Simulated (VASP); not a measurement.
# BRu2 (Fd-3m) in VASP: single point with r2SCAN

Aim: the single point of BRu2 with r2SCAN.

Program: VASP 6.6.1. These are calculated values, not measurements. Logs are shortened: lines on timing, memory, paths and dates and some standing lists are left out, and cuts for length are marked.

**1. The cell of the first run**

The structure is cubic, space group Fd-3m (No. 227). The conventional cell has a = 7.123 Å, b = 7.123 Å, c = 7.123 Å, α = 90.00°, β = 90.00°, γ = 90.00°. B (site symmetry -43m) has 12 Ru at 2.95 Å and 4 B at 3.08 Å within 3.9 Å. Within 3.3 Å of Ru (site symmetry -3m) lie 6 Ru at 2.52 Å and 6 B at 2.95 Å.

**2. Single point, r2SCAN**

POSCAR reads:

```
BRu2
1.0
    0.0000000000      3.5613440000      3.5613440000
    3.5613440000      0.0000000000      3.5613440000
    3.5613440000      3.5613440000      0.0000000000
B Ru
2 4
Direct
    0.0000000000      0.0000000000      0.0000000000
    0.2500000000      0.2500000000      0.2500000000
    0.6250000000      0.6250000000      0.6250000000
    0.1250000000      0.6250000000      0.6250000000
    0.6250000000      0.6250000000      0.1250000000
    0.6250000000      0.1250000000      0.6250000000
```

INCAR.step1 reads:

```
SYSTEM = BRu2
PREC = Accurate
ENCUT = 550
ISMEAR = -1
SIGMA = 0.1
LREAL = .False.
LASPH = .True.
NELM = 120
NBANDS = 40
GGA = PE
ALGO = Normal
EDIFF = 1E-5
LWAVE = .True.
LCHARG = .False.
GGA_COMPAT = .False.
```

INCAR.step2 reads:

```
SYSTEM = BRu2
PREC = Accurate
ENCUT = 550
EDIFF = 1E-6
ISMEAR = -1
SIGMA = 0.1
LREAL = .False.
LASPH = .True.
NELM = 120
ALGO = Normal
ISIF = 2
LWAVE = .False.
LCHARG = .False.
METAGGA = R2SCAN
LMIXTAU = .True.
NBANDS = 40
ISTART = 1
GGA_COMPAT = .False.
```

KPOINTS reads:

```
regular mesh
0
Gamma
  8 8 8
  0 0 0
```

Potentials or basis: VASP PAW PBE potentials, release 64 (B, Ru_pv).

Launch:

```
$ cat potpaw_PBE.64/B/POTCAR potpaw_PBE.64/Ru_pv/POTCAR > POTCAR
$ cp INCAR.step1 INCAR
$ mpirun -np 1 vasp_std > vasp.out
$ cp INCAR.step2 INCAR
$ mpirun -np 1 vasp_std > vasp.out
```

OUTCAR:

```text
SYSTEM = BRu2
   PREC = Accurate
   ENCUT = 550
   EDIFF = 1E-6
   ISMEAR = -1
   LREAL = .False.
   LASPH = .True.
   NELM = 120
   ISIF = 2
   METAGGA = R2SCAN
   ISTART = 1

 ion  position               nearest neighbor table
   1  0.000  0.000  0.000-
   2  0.250  0.250  0.250-
   3  0.625  0.625  0.625-   4 2.52   5 2.52   6 2.52   5 2.52   6 2.52   4 2.52
   4  0.125  0.625  0.625-   3 2.52   5 2.52   6 2.52   3 2.52   5 2.52   6 2.52
   5  0.625  0.625  0.125-   3 2.52   3 2.52   4 2.52   6 2.52   6 2.52   4 2.52
   6  0.625  0.125  0.625-   3 2.52   5 2.52   3 2.52   4 2.52   5 2.52   4 2.52

  LATTYP: Found a face centered cubic cell.
 ALAT       =     7.1226880000

  Lattice vectors:

 A1 = (   0.0000000000,   3.5613440000,   3.5613440000)
 A2 = (   3.5613440000,   0.0000000000,   3.5613440000)
 A3 = (   3.5613440000,   3.5613440000,   0.0000000000)

Analysis of symmetry for initial positions (statically):
=====================================================================
 Subroutine PRICEL returns:
 Original cell was already a primitive cell.

 Routine SETGRP: Setting up the symmetry group for a
 face centered cubic supercell.

 Subroutine GETGRP returns: Found 48 space group operations
 (whereof 24 operations were pure point group operations)
 out of a pool of 48 trial point group operations.

The static configuration has the point symmetry T_d .
 The point group associated with its full space group is O_h .

Analysis of symmetry for dynamics (positions and initial velocities):
=====================================================================
 Subroutine PRICEL returns:
 Original cell was already a primitive cell.

 Routine SETGRP: Setting up the symmetry group for a
 face centered cubic supercell.

 Subroutine GETGRP returns: Found 48 space group operations
 (whereof 24 operations were pure point group operations)
 out of a pool of 48 trial point group operations.

The dynamic configuration has the point symmetry T_d .
 The point group associated with its full space group is O_h .

 Subroutine INISYM returns: Found 48 space group operations
 (whereof 24 operations are pure point group operations),
 and found     1 'primitive' translations

----------------------------------------------------------------------------------------

                                     Primitive cell

  volume of cell :      90.3383

  direct lattice vectors                    reciprocal lattice vectors
     0.000000000  3.561344000  3.561344000    -0.140396435  0.140396435  0.140396435
     3.561344000  0.000000000  3.561344000     0.140396435 -0.140396435  0.140396435
     3.561344000  3.561344000  0.000000000     0.140396435  0.140396435 -0.140396435

  length of vectors
     5.036500985  5.036500985  5.036500985     0.243173758  0.243173758  0.243173758

  position of ions in fractional coordinates (direct lattice)
     0.000000000  0.000000000  0.000000000
     0.250000000  0.250000000  0.250000000
     0.625000000  0.625000000  0.625000000
     0.125000000  0.625000000  0.625000000
     0.625000000  0.625000000  0.125000000
     0.625000000  0.125000000  0.625000000

  ion indices of the primitive-cell ions
   primitive index   ion index
                 1           1
                 2           2
                 3           3
                 4           4
                 5           5
                 6           6

----------------------------------------------------------------------------------------

 KPOINTS: regular mesh

Automatic generation of k-mesh.
 Grid dimensions read from file:
 generate k-points for:    8    8    8

 Generating k-lattice:

  Cartesian coordinates                     Fractional coordinates (reciprocal lattice)
    -0.017549554  0.017549554  0.017549554     0.125000000  0.000000000  0.000000000
     0.017549554 -0.017549554  0.017549554     0.000000000  0.125000000  0.000000000
     0.017549554  0.017549554 -0.017549554     0.000000000  0.000000000  0.125000000

  Length of vectors
     0.030396720  0.030396720  0.030396720

  Shift w.r.t. Gamma in fractional coordinates (k-lattice)
     0.000000000  0.000000000  0.000000000

 Subroutine IBZKPT returns following result:
 ===========================================

 Found     29 irreducible k-points:

 Following reciprocal coordinates:
            Coordinates               Weight
  0.000000  0.000000  0.000000      1.000000
  0.125000  0.000000  0.000000      8.000000
  0.250000  0.000000  0.000000      8.000000
  0.375000  0.000000  0.000000      8.000000
  0.500000  0.000000  0.000000      4.000000
  0.125000  0.125000  0.000000      6.000000
[... 16 lines left out ...]
  0.500000  0.250000  0.125000     48.000000
 -0.375000  0.250000  0.125000     24.000000
 [... further k-points ...]
   k-points           NKPTS =     29   k-points in BZ     NKDIM =     29   number of bands    NBANDS=     40
   number of dos      NEDOS =    301   number of ions     NIONS =      6
   total plane-waves  NPLWV =  64000
   dimension x,y,z NGX =    40 NGY =   40 NGZ =   40
   dimension x,y,z NGXF=    80 NGYF=   80 NGZF=   80
   ions per type =               2   4
   NGX,Y,Z   is equivalent  to a cutoff of  13.20, 13.20, 13.20 a.u.
   NGXF,Y,Z  is equivalent  to a cutoff of  26.41, 26.41, 26.41 a.u.
 SYSTEM =  BRu2
   PREC   = accura    normal or accurate (medium, high low for compatibility)
   ISTART =      1    job   : 0-new  1-cont  2-samecut
   ICHARG =      0    charge: 1-file 2-atom 10-const
   ISPIN  =      1    spin polarized calculation?
   LNONCOLLINEAR =      F non collinear calculations
   LSORBIT =      F    spin-orbit coupling
   LASPH  =      T    aspherical Exc in radial PAW
   ENCUT  =  550.0 eV  40.42 Ry    6.36 a.u.   9.63  9.63  9.63*2*pi/ulx,y,z
   NELM   =    120;   NELMIN=  2; NELMDL=  0     # of ELM steps
   EDIFF  = 0.1E-05   stopping-criterion for ELM
   LREAL  =      F    real-space projection
   EDIFFG = 0.1E-04   stopping-criterion for IOM
   NSW    =      0    number of steps for IOM
   IBRION =     -1    ionic relax: 0-MD 1-quasi-New 2-CG
   NFREE  =      0    steps in history (QN), initial steepest desc. (CG)
   ISIF   =      2    stress and relaxation
   ISYM   =      2    0-nonsym 1-usesym 2-fastsym
   POTIM  = 0.5000    time-step for ionic-motion
   TEBEG  =    0.0;   TEEND  =   0.0 temperature during run
   PSTRESS=    0.0 pullay stress
   NELECT =      62.0000    total number of electrons
   NUPDOWN=      -1.0000    fix difference up-down
   EMIN   =  10.00;   EMAX   =-10.00  energy-range for DOS
   EFERMI =   0.00;   METHOD = LEGACY
   ISMEAR =    -1;   SIGMA  =   0.10  broadening in eV -4-tet -1-fermi 0-gaus
   EFERMI_NEDOS =   21; number of points for ismear=-14 and -15
   IALGO  =     38    algorithm
   IMIX   =      4    mixing-type and parameters
     AMIX     =   0.40;   BMIX     =  1.00
     AMIX_MAG =   1.60;   BMIX_MAG =  1.00
  volume/ion in A,a.u.               =      15.06       101.61
  Fermi-wavevector in a.u.,A,eV,Ry     =   1.444047  2.728854 28.371863  2.085273
  Thomas-Fermi vector in A             =   2.562386
   LORBIT       =      0    0 simple, 1 ext, 2 COOP (PROOUT), +10 PAW based schemes
   METAGGA = R2SCAN    functional components
   LHFCALC =     F    Hartree Fock is set to
   AEXX    =    0.0000 exact exchange contribution
   IVDW    =     0    specifies the selected vdW correction
   LEPSILON=     F    determine dielectric tensor
   LRPA    =     F    only Hartree local field effects (RPA)
 non-spin polarized calculation
  energy-cutoff  :      550.00
  volume of cell :       90.34
 maximum number of plane-waves:      2685
 NGX is ok and might be reduce to    40
   NGX = 19   NGY = 19   NGZ = 19

 number of electron      62.0000004 magnetization

 Free energy of the ion-electron system (eV)
  ---------------------------------------------------
  ext. energy  EPLUGINS =         0.00000000
  ---------------------------------------------------
  free energy    TOTEN  =      -105.32113382 eV

  energy without entropy =     -104.99540220  energy(sigma->0) =     -105.15826801

 E-fermi :   7.9331     XC(G=0): -12.9954

 val. band max:        7.9307399059   @ k =  -0.2500   0.1250   0.0000
 cond. band min:       7.9476415700   @ k =   0.1250   0.0000   0.0000
 fundamental gap:      0.0169016641
 Fermi energy:         7.9330982863

 k-point     1 :       0.0000    0.0000    0.0000
  band No.  band energies     occupation
      1     -37.7686      2.00000
      2     -36.7971      2.00000
      3     -36.7971      2.00000
      4     -36.7971      2.00000
      5     -36.4603      2.00000
      6     -36.4603      2.00000
[... 32 lines left out ...]
     39      10.9708      0.00000
     40      10.9708      0.00000

 k-point     2 :       0.1250    0.0000    0.0000
  band No.  band energies     occupation
      1     -37.7293      2.00000
      2     -36.7909      2.00000
      3     -36.7795      2.00000
      4     -36.7795      2.00000
      5     -36.4513      2.00000
      6     -36.4513      2.00000
[... 32 lines left out ...]
     39      10.9007      0.00000
     40      10.9230      0.00000

 k-point     3 :       0.2500    0.0000    0.0000
  band No.  band energies     occupation
      1     -37.6263      2.00000
      2     -36.7680      2.00000
      3     -36.7368      2.00000
      4     -36.7368      2.00000
      5     -36.4188      2.00000
      6     -36.4188      2.00000
[... 32 lines left out ...]
     39      11.0583      0.00000
     40      11.0584      0.00000

 k-point     4 :       0.3750    0.0000    0.0000
  band No.  band energies     occupation
      1     -37.5088      2.00000
      2     -36.7180      2.00000
      3     -36.6955      2.00000
      4     -36.6955      2.00000
      5     -36.3487      2.00000
      6     -36.3487      2.00000
[... 32 lines left out ...]
     39      10.9225      0.00000
     40      11.5162      0.00000
[... 772 lines left out ...]
     39      10.7969      0.00000
     40      11.5528      0.00000

 k-point    23 :       0.5000    0.2500    0.1250
  band No.  band energies     occupation
      1     -37.4086      2.00000
      2     -36.8402      2.00000
      3     -36.6230      2.00000
      4     -36.6094      2.00000
      5     -36.3909      2.00000
      6     -36.3450      2.00000
[... 32 lines left out ...]
     39      10.6685      0.00000
     40      11.6994      0.00000

 k-point    24 :      -0.3750    0.2500    0.1250
  band No.  band energies     occupation
      1     -37.3463      2.00000
      2     -36.8512      2.00000
      3     -36.6037      2.00000
      4     -36.5837      2.00000
      5     -36.4198      2.00000
      6     -36.2905      2.00000
[... 32 lines left out ...]
     39      10.6188      0.00000
     40      11.7404      0.00000

 [... further k-points ...]
[... 5 lines left out ...]
  --------------------------------------------------------------------------------------
  -------------------------------------------------------------------------------------
  Total       -6.9027202     -6.9027202     -6.9027202      0.0000000      0.0000000      0.0000000
  in kB     -122.4218902   -122.4218902   -122.4218902      0.0000000      0.0000000      0.0000000
  external PRESSURE =    -122.4218902 kB  Pullay stress =       0.0000000 kB

 VOLUME and BASIS-vectors are now :
 -----------------------------------------------------------------------------
  energy-cutoff  :      550.00
  volume of cell :       90.34
      direct lattice vectors                 reciprocal lattice vectors
     0.000000000  3.561344000  3.561344000    -0.140396435  0.140396435  0.140396435
     3.561344000  0.000000000  3.561344000     0.140396435 -0.140396435  0.140396435
     3.561344000  3.561344000  0.000000000     0.140396435  0.140396435 -0.140396435

 POSITION                                       TOTAL-FORCE (eV/Angst)
 -----------------------------------------------------------------------------------
      0.00000      0.00000      0.00000        -0.000000     -0.000000     -0.000000
      1.78067      1.78067      1.78067         0.000000      0.000000      0.000000
      4.45168      4.45168      4.45168        -0.000000      0.000000     -0.000000
      4.45168      2.67101      2.67101        -0.000000      0.000000     -0.000000
      2.67101      2.67101      4.45168        -0.000000      0.000000     -0.000000
      2.67101      4.45168      2.67101        -0.000000      0.000000     -0.000000
 -----------------------------------------------------------------------------------
    total drift:                                0.000000      0.000000      0.000000

  FREE ENERGIE OF THE ION-ELECTRON SYSTEM (eV)
  ---------------------------------------------------
  free  energy   TOTEN  =      -105.3211338238 eV

  energy  without entropy=     -104.9954021958  energy(sigma->0) =     -105.15826801
```

It took 12 min on 1 thread of Intel Xeon 8259CL, shared host; peak memory 0.3 GiB.

Results:

* Free energy: -105.3211 eV
* Pressure: -12.2 GPa
* Band gap on the k mesh: zero (band 31 reaches 8.27 eV, above the bottom of band 32 at 7.87 eV)

Levels at points of the mesh, in eV from the Fermi level:
```tsv
k point	band 27	band 28	band 29	band 30	band 31	band 32	band 33	band 34	band 35	band 36
(0.00, 0.00, 0.00)	0.13	0.13	0.13	0.18	0.18	0.18	0.36	0.36	2.51	2.99
(0.50, 0.00, 0.00)	-1.41	-1.41	-0.55	-0.10	-0.10	0.02	0.32	0.32	1.23	1.23
(0.50, 0.50, 0.00)	-1.87	-1.87	-1.60	-1.60	-0.05	-0.05	0.09	0.09	0.28	0.28
```

Caveat: the PAW data sets were made with another functional, which shifts forces and pressure a little.
